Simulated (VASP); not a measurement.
# InSb (I-4m2) in VASP: notebook

The runs below take InSb through single point, with PBEsol.

Program: VASP 6.6.1. These are calculated values, not measurements. Logs are shortened: lines on timing, memory, paths and dates and some standing lists are left out, and cuts for length are marked.

## 1. The cell of the first run

It takes space group I-4m2 (No. 119, tetragonal). The conventional cell has a = 4.581 Å, b = 4.581 Å, c = 6.154 Å, α = 90.00°, β = 90.00°, γ = 90.00°. Within 3.6 Å of In (site symmetry -4m2) lie 4 Sb at 2.76 Å. Sb (site symmetry -4m2) has 4 In at 2.76 Å within 3.6 Å.

## 2. Single point, PBEsol (strain -0.0500 x Voigt [1, 0, 0, 0, 0, 0])

INCAR reads:

```
PREC = Accurate
ENCUT = 520
EDIFF = 1E-6
ISMEAR = 0
SIGMA = 0.15
LREAL = False
LASPH = True
NELM = 100
ALGO = Normal
ISIF = 2
LWAVE = False
LCHARG = True
GGA = PS
LELF = True
LVHAR = True
NBANDS = 16
```

KPOINTS reads:

```
Automatic mesh
0
Gamma
  12 12 12
```

POSCAR reads:

```
InSb
1.0
    0.0000000000      3.2391000000      3.2391000000
    3.0771450000      0.0000000000      3.2391000000
    3.0771450000      3.2391000000      0.0000000000
In Sb
1 1
Direct
    0.0000000000      0.0000000000      0.0000000000
    0.7500000000      0.7500000000      0.7500000000
```

Potentials or basis: VASP PAW PBE potentials, release 64 (In_d, Sb).

On the command line:

```bash
$ cat potpaw_PBE.64/In_d/POTCAR potpaw_PBE.64/Sb/POTCAR > POTCAR
$ mpirun -np 1 vasp_std > vasp.out
```

OUTCAR:

```text
PREC = Accurate
   ENCUT = 520
   EDIFF = 1E-6
   ISMEAR = 0
   LREAL = False
   LASPH = True
   NELM = 100
   ISIF = 2
   GGA = PS

 ion  position               nearest neighbor table
   1  0.000  0.000  0.000-   2 2.76   2 2.76   2 2.76   2 2.76
   2  0.750  0.750  0.750-   1 2.76   1 2.76   1 2.76   1 2.76

  LATTYP: Found a body centered tetragonal cell.
 ALAT       =     4.5807791499
 C/A-ratio  =     1.3435028843

  Lattice vectors:

 A1 = (  -3.0771450000,   0.0000000000,  -3.2391000000)
 A2 = (  -3.0771450000,   0.0000000000,   3.2391000000)
 A3 = (   3.0771450000,   3.2391000000,   0.0000000000)

Analysis of symmetry for initial positions (statically):
=====================================================================
 Subroutine PRICEL returns:
 Original cell was already a primitive cell.

 Routine SETGRP: Setting up the symmetry group for a
 body centered tetragonal supercell.

 Subroutine GETGRP returns: Found  8 space group operations
 (whereof  8 operations were pure point group operations)
 out of a pool of 16 trial point group operations.

The static configuration has the point symmetry D_2d.

Analysis of symmetry for dynamics (positions and initial velocities):
=====================================================================
 Subroutine PRICEL returns:
 Original cell was already a primitive cell.

 Routine SETGRP: Setting up the symmetry group for a
 body centered tetragonal supercell.

 Subroutine GETGRP returns: Found  8 space group operations
 (whereof  8 operations were pure point group operations)
 out of a pool of 16 trial point group operations.

The dynamic configuration has the point symmetry D_2d.

 Subroutine INISYM returns: Found  8 space group operations
 (whereof  8 operations are pure point group operations),
 and found     1 'primitive' translations

----------------------------------------------------------------------------------------

                                     Primitive cell

  volume of cell :      64.5694

  direct lattice vectors                    reciprocal lattice vectors
     0.000000000  3.239100000  3.239100000    -0.162488281  0.154363867  0.154363867
     3.077145000  0.000000000  3.239100000     0.162488281 -0.154363867  0.154363867
     3.077145000  3.239100000  0.000000000     0.162488281  0.154363867 -0.154363867

  length of vectors
     4.580779150  4.467727628  4.467727628     0.272137553  0.272137553  0.272137553
[... 80 lines left out ...]
   NELM   =    100;   NELMIN=  2; NELMDL= -5     # of ELM steps
   EDIFF  = 0.1E-05   stopping-criterion for ELM
   LREAL  =      F    real-space projection
   EDIFFG = 0.1E-04   stopping-criterion for IOM
   NSW    =      0    number of steps for IOM
   IBRION =     -1    ionic relax: 0-MD 1-quasi-New 2-CG
   NFREE  =      0    steps in history (QN), initial steepest desc. (CG)
   ISIF   =      2    stress and relaxation
   ISYM   =      2    0-nonsym 1-usesym 2-fastsym
   POTIM  = 0.5000    time-step for ionic-motion
   TEBEG  =    0.0;   TEEND  =   0.0 temperature during run
   PSTRESS=    0.0 pullay stress
   NELECT =      18.0000    total number of electrons
   NUPDOWN=      -1.0000    fix difference up-down
   EMIN   =  10.00;   EMAX   =-10.00  energy-range for DOS
   EFERMI =   0.00;   METHOD = LEGACY
   ISMEAR =     0;   SIGMA  =   0.15  broadening in eV -4-tet -1-fermi 0-gaus
   EFERMI_NEDOS =   21; number of points for ismear=-14 and -15
   IALGO  =     38    algorithm
   IMIX   =      4    mixing-type and parameters
     AMIX     =   0.40;   BMIX     =  1.00
     AMIX_MAG =   1.60;   BMIX_MAG =  1.00
  volume/ion in A,a.u.               =      32.28       217.87
  Fermi-wavevector in a.u.,A,eV,Ry     =   1.069441  2.020950 15.561034  1.143704
  Thomas-Fermi vector in A             =   2.205120
   LORBIT       =      0    0 simple, 1 ext, 2 COOP (PROOUT), +10 PAW based schemes
   GGA     = PS    functional components
   LHFCALC =     F    Hartree Fock is set to
   AEXX    =    0.0000 exact exchange contribution
   IVDW    =     0    specifies the selected vdW correction
   LEPSILON=     F    determine dielectric tensor
   LRPA    =     F    only Hartree local field effects (RPA)
 non-spin polarized calculation
 Gauss-broadening in eV      SIGMA  =   0.15
  energy-cutoff  :      520.00
  volume of cell :       64.57
 maximum number of plane-waves:      1763
 NGX is ok and might be reduce to    36
   NGX = 17   NGY = 17   NGZ = 17

 number of electron      18.0000003 magnetization

 Free energy of the ion-electron system (eV)
  ---------------------------------------------------
  ext. energy  EPLUGINS =         0.00000000
  ---------------------------------------------------
  free energy    TOTEN  =        -7.64219021 eV

  energy without entropy =       -7.64199811  energy(sigma->0) =       -7.64209416

 E-fermi :   5.6928     XC(G=0):  -9.0942

 val. band max:        5.6881954081   @ k =   0.0000   0.0000   0.0000
 cond. band min:       6.0556561368   @ k =   0.5000   0.0000   0.0000
 fundamental gap:      0.3674607288
 Fermi energy:         5.6927697958

 k-point     1 :       0.0000    0.0000    0.0000
  band No.  band energies     occupation
      1      -9.1426      2.00000
      2      -9.1426      2.00000
      3      -9.1332      2.00000
      4      -9.0406      2.00000
      5      -9.0357      2.00000
      6      -5.5624      2.00000
[... 433 lines left out ...]
      3      -9.1073      2.00000
      4      -9.0431      2.00000
      5      -9.0336      2.00000
      6      -3.8833      2.00000
[... 8 lines left out ...]
     15      13.8738      0.00000
     16      14.1515      0.00000

 [... further k-points ...]

------------------------ aborting loop because EDIFF is reached ----------------------------------------

  FORCE on cell =-STRESS in cart. coord.  units (eV):
  Direction    XX          YY          ZZ          XY          YZ          ZX
  --------------------------------------------------------------------------------------
  -------------------------------------------------------------------------------------
  Total        1.7410732      1.2597937      1.2597937      0.0000000      0.0000000      0.0000000
  in kB       43.2017096     31.2595941     31.2595941      0.0000000      0.0000000      0.0000000
  external PRESSURE =      35.2402993 kB  Pullay stress =       0.0000000 kB

 VOLUME and BASIS-vectors are now :
 -----------------------------------------------------------------------------
  energy-cutoff  :      520.00
  volume of cell :       64.57
      direct lattice vectors                 reciprocal lattice vectors
     0.000000000  3.239100000  3.239100000    -0.162488281  0.154363867  0.154363867
     3.077145000  0.000000000  3.239100000     0.162488281 -0.154363867  0.154363867
     3.077145000  3.239100000  0.000000000     0.162488281  0.154363867 -0.154363867

 POSITION                                       TOTAL-FORCE (eV/Angst)
 -----------------------------------------------------------------------------------
      0.00000      0.00000      0.00000         0.000000     -0.000000     -0.000000
      4.61572      4.85865      4.85865        -0.000000      0.000000      0.000000
 -----------------------------------------------------------------------------------
    total drift:                                0.000001     -0.000000     -0.000000

  FREE ENERGIE OF THE ION-ELECTRON SYSTEM (eV)
  ---------------------------------------------------
  free  energy   TOTEN  =        -7.6421902053 eV

  energy  without entropy=       -7.6419981106  energy(sigma->0) =       -7.64209416
```

OSZICAR:

```text
N       E                     dE             d eps       ncg     rms          rms(c)
DAV:   1     0.113686964335E+03    0.11369E+03   -0.79100E+03  5216   0.113E+03
DAV:   2    -0.578606494624E+00   -0.11427E+03   -0.11046E+03  5880   0.286E+02
DAV:   3    -0.759633247082E+01   -0.70177E+01   -0.69893E+01  6568   0.722E+01
DAV:   4    -0.779044186364E+01   -0.19411E+00   -0.19407E+00  6680   0.137E+01
DAV:   5    -0.780092612343E+01   -0.10484E-01   -0.10484E-01  7784   0.261E+00    0.442E+00
DAV:   6    -0.766981704948E+01    0.13111E+00   -0.18016E-01  7584   0.728E+00    0.250E+00
DAV:   7    -0.764271828868E+01    0.27099E-01   -0.75721E-02  7136   0.294E+00    0.647E-01
DAV:   8    -0.764182053262E+01    0.89776E-03   -0.84898E-03  6920   0.110E+00    0.301E-01
DAV:   9    -0.764220157108E+01   -0.38104E-03   -0.89868E-04  6352   0.259E-01    0.890E-02
DAV:  10    -0.764217205480E+01    0.29516E-04   -0.53475E-05  6736   0.507E-02    0.394E-02
DAV:  11    -0.764218949123E+01   -0.17436E-04   -0.31956E-05  6096   0.484E-02    0.249E-02
DAV:  12    -0.764219020531E+01   -0.71408E-06   -0.11979E-06  5352   0.935E-03
   1 F= -.76421902E+01 E0= -.76420942E+01  d E =-.192095E-03
```

stdout:

```text
POSCAR found type information on POSCAR InSb
 POSCAR found :  2 types and       2 ions
 scaLAPACK will be used
 -----------------------------------------------------------------------------
|                                                                             |
|                                                                             |
|     You enforced a specific xc type in the INCAR file but a different       |
|     I HOPE YOU KNOW WHAT YOU ARE DOING!                                     |
|                                                                             |
 -----------------------------------------------------------------------------

 LDA part: xc-table for (Slater+PW92), standard interpolation
 POSCAR, INCAR and KPOINTS ok, starting setup
 FFT: planning ... GRIDC
 FFT: planning ... GRID_SOFT
 FFT: planning ... GRID
 WAVECAR not read
 entering main loop
```

Wall time 3.7 min (1 thread of Intel Xeon 8259CL, shared host); peak memory 0.33 GiB.

Results:

* Free energy: -7.6422 eV
* Pressure: 3.5 GPa

Caveat: the cell differs from its parent crystal (strain -0.0500 x Voigt [1, 0, 0, 0, 0, 0]); the cell stands under pressure; the PAW data sets were made with another functional, which shifts forces and pressure a little; spin-orbit coupling is left out, which moves the levels of the heavy elements.

## 3. Single point, PBEsol (strain +0.0750 x Voigt [1, 0, 0, 0, 0, 0])

INCAR reads:

```
ALGO     = Normal         # electronic algorithm
EDIFF    = 1E-6           # SCF threshold, eV
ENCUT    = 520            # plane-wave cutoff, eV
GGA      = PS             # functional
ISIF     = 2              # what is computed and relaxed
ISMEAR   = 0              # smearing method
LASPH    = T              # aspherical terms in the spheres
LCHARG   = F              # write CHGCAR
LREAL    = F              # projectors in reciprocal space
LWAVE    = F              # write WAVECAR
NBANDS   = 16             # bands
NELM     = 100            # most SCF steps
PREC     = Accurate       # precision mode
SIGMA    = 0.15           # smearing width, eV
```

KPOINTS reads:

```
k-points
0
Gamma
  12 12 12
```

POSCAR reads:

```
InSb
1.0
    0.0000000000      3.2391000000      3.2391000000
    3.4820325000      0.0000000000      3.2391000000
    3.4820325000      3.2391000000      0.0000000000
In Sb
1 1
Direct
    0.0000000000      0.0000000000      0.0000000000
    0.7500000000      0.7500000000      0.7500000000
```

Potentials or basis: VASP PAW PBE potentials, release 64 (In_d, Sb).

On the command line:

```bash
$ cat potpaw_PBE.64/In_d/POTCAR potpaw_PBE.64/Sb/POTCAR > POTCAR
$ mpirun -np 1 vasp_std > vasp.out
```

Wall time 3 min (1 thread of Intel Xeon 8259CL, shared host); peak memory 0.35 GiB.

Results (log left out):

```
Free energy            : -7.6527 eV
Pressure               : -2.0 GPa
Band gap on the k mesh : zero (filled and empty bands touch)
```

Stress tensor (GPa, compression positive):
```
-3.55  0.00  0.00
 0.00 -1.28  0.00
 0.00  0.00 -1.28
```

Levels at points of the mesh, in eV from the Fermi level:
```tsv
k point	band 5	band 6	band 7	band 8	band 9	band 10	band 11	band 12	band 13	band 14
(0.00, 0.00, 0.00)	-14.51	-10.48	-0.87	-0.43	-0.06	-0.06	2.73	2.73	2.89	5.32
(0.50, 0.00, 0.00)	-14.50	-9.28	-5.51	-1.31	-0.85	0.13	3.48	3.75	5.84	7.50
(0.50, 0.50, 0.00)	-14.50	-8.70	-5.72	-2.35	-2.31	0.96	1.10	7.23	7.47	8.06
(0.00, 0.50, 0.50)	-14.51	-8.88	-6.02	-1.98	-1.98	1.43	1.46	7.46	7.46	7.77
```

Caveat: the cell differs from its parent crystal (strain +0.0750 x Voigt [1, 0, 0, 0, 0, 0]); semilocal functionals underestimate gaps, so a narrow gap can read as zero; the PAW data sets were made with another functional, which shifts forces and pressure a little; spin-orbit coupling is left out, which moves the levels of the heavy elements.

## 4. Single point, PBEsol (strain +0.0875 x Voigt [1, 0, 0, 0, 0, 0])

INCAR reads:

```
SYSTEM = InSb
ALGO = Normal
EDIFF = 1E-6
ENCUT = 520
GGA = PS
ISIF = 2
ISMEAR = 0
LASPH = .TRUE.
LCHARG = .FALSE.
LREAL = .FALSE.
LWAVE = .FALSE.
NBANDS = 16
NELM = 100
PREC = Accurate
SIGMA = 0.15
```

KPOINTS reads:

```
k-points
0
G
  12 12 12
  0 0 0
```

POSCAR reads:

```
InSb
1.0
    0.0000000000      3.2391000000      3.2391000000
    3.5225212500      0.0000000000      3.2391000000
    3.5225212500      3.2391000000      0.0000000000
In Sb
1 1
Direct
    0.0000000000      0.0000000000      0.0000000000
    0.7500000000      0.7500000000      0.7500000000
```

Potentials or basis: VASP PAW PBE potentials, release 64 (In_d, Sb).

On the command line:

```bash
$ cat potpaw_PBE.64/In_d/POTCAR potpaw_PBE.64/Sb/POTCAR > POTCAR
$ mpirun -np 1 vasp_std > vasp.out
```

OUTCAR:

```text
SYSTEM = InSb
   EDIFF = 1E-6
   ENCUT = 520
   GGA = PS
   ISIF = 2
   ISMEAR = 0
   LASPH = .TRUE.
   LREAL = .FALSE.
   NELM = 100
   PREC = Accurate

 ion  position               nearest neighbor table
   1  0.000  0.000  0.000-   2 2.89   2 2.89   2 2.89   2 2.89
   2  0.750  0.750  0.750-   1 2.89   1 2.89   1 2.89   1 2.89

  LATTYP: Found a body centered tetragonal cell.
 ALAT       =     4.5807791499
 C/A-ratio  =     1.5379572491

  Lattice vectors:

 A1 = (   3.5225212500,   0.0000000000,   3.2391000000)
 A2 = (   3.5225212500,   0.0000000000,  -3.2391000000)
 A3 = (  -3.5225212500,   3.2391000000,   0.0000000000)

Analysis of symmetry for initial positions (statically):
=====================================================================
 Subroutine PRICEL returns:
 Original cell was already a primitive cell.

 Routine SETGRP: Setting up the symmetry group for a
 body centered tetragonal supercell.

 Subroutine GETGRP returns: Found  8 space group operations
 (whereof  8 operations were pure point group operations)
 out of a pool of 16 trial point group operations.

[... 162 lines left out ...]

 E-fermi :   4.3014     XC(G=0):  -8.5248

 val. band max:        4.2636785911   @ k =   0.0000   0.0000   0.0000
 cond. band min:       4.3916539807   @ k =   0.5000   0.0000   0.0000
 fundamental gap:      0.1279753896
 Fermi energy:         4.3014227083

 k-point     1 :       0.0000    0.0000    0.0000
  band No.  band energies     occupation
      1     -10.2719      2.00000
      2     -10.2543      2.00000
      3     -10.2543      2.00000
      4     -10.2029      2.00000
      5     -10.1905      2.00000
      6      -6.1138      2.00000
[... 433 lines left out ...]
      3     -10.2400      2.00000
      4     -10.2063      2.00000
      5     -10.1861      2.00000
      6      -4.8074      2.00000
[... 8 lines left out ...]
     15      12.3380      0.00000
     16      12.6434      0.00000

 [... further k-points ...]

------------------------ aborting loop because EDIFF is reached ----------------------------------------

  FORCE on cell =-STRESS in cart. coord.  units (eV):
  Direction    XX          YY          ZZ          XY          YZ          ZX
  --------------------------------------------------------------------------------------
  -------------------------------------------------------------------------------------
  Total       -1.9269607     -0.7057939     -0.7057939      0.0000000      0.0000000     -0.0000000
  in kB      -41.7687152    -15.2987569    -15.2987569      0.0000000      0.0000000     -0.0000000
  external PRESSURE =     -24.1220763 kB  Pullay stress =       0.0000000 kB

 VOLUME and BASIS-vectors are now :
 -----------------------------------------------------------------------------
  energy-cutoff  :      520.00
  volume of cell :       73.91
      direct lattice vectors                 reciprocal lattice vectors
     0.000000000  3.239100000  3.239100000    -0.141943785  0.154363867  0.154363867
     3.522521250  0.000000000  3.239100000     0.141943785 -0.154363867  0.154363867
     3.522521250  3.239100000  0.000000000     0.141943785  0.154363867 -0.154363867

 POSITION                                       TOTAL-FORCE (eV/Angst)
 -----------------------------------------------------------------------------------
      0.00000      0.00000      0.00000         0.000000     -0.000000     -0.000000
      5.28378      4.85865      4.85865        -0.000000      0.000000      0.000000
 -----------------------------------------------------------------------------------
    total drift:                                0.000000      0.000000      0.000000

  FREE ENERGIE OF THE ION-ELECTRON SYSTEM (eV)
  ---------------------------------------------------
  free  energy   TOTEN  =        -7.6323504206 eV

  energy  without entropy=       -7.6315226804  energy(sigma->0) =       -7.63193655
```

Wall time 3.5 min (1 thread of Intel Xeon 8259CL, shared host); peak memory 0.35 GiB.

What came out:

| Quantity | Value |
| --- | --- |
| Free energy | -7.6324 eV |
| Pressure | -2.4 GPa |
| Band gap on the k mesh | zero (filled and empty bands touch) |

Caveat: the cell differs from its parent crystal (strain +0.0875 x Voigt [1, 0, 0, 0, 0, 0]); semilocal functionals underestimate gaps, so a narrow gap can read as zero; the PAW data sets were made with another functional, which shifts forces and pressure a little; spin-orbit coupling is left out, which moves the levels of the heavy elements.

(Part 1 of 2 ends here.)
